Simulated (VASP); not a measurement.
Input of a VASP 6.6.1 run:

File INCAR:

```
  ALGO = Normal
  EDIFF = 1E-6
  ENCUT = 500
  GGA_COMPAT = False
  ISIF = 2
  ISMEAR = 0
  LASPH = True
  LCHARG = False
  LREAL = False
  LWAVE = False
  NBANDS = 15
  NELM = 120
  PREC = Accurate
  SIGMA = 0.1
```

KPOINTS

```
k-points
0
Gamma
  6 6 6
```

File POSCAR:

```
SrTe
1.0
    0.0000000000      3.3100000000      3.3100000000
    3.3100000000      0.0000000000      3.3100000000
    3.3100000000      3.3100000000      0.0000000000
Sr Te
1 1
Direct
    0.0000000000      0.0000000000      0.0000000000
    0.5000000000      0.5000000000      0.5000000000
```

Potentials or basis: VASP PAW LDA potentials, release 64 (Sr_sv, Te).

Launch:

```sh
$ cat potpaw_LDA.64/Sr_sv/POTCAR potpaw_LDA.64/Te/POTCAR > POTCAR
$ mpirun -np 1 vasp_std > vasp.out
```

Q: Predict the pressure.

A: -1.4 GPa.

Q: Estimate the band gap on the k mesh.

A: 1.52 eV (least direct gap 2.28 eV).

Caveat: spin-orbit coupling is left out, which moves the levels of the heavy elements. A k mesh can miss the band edges.
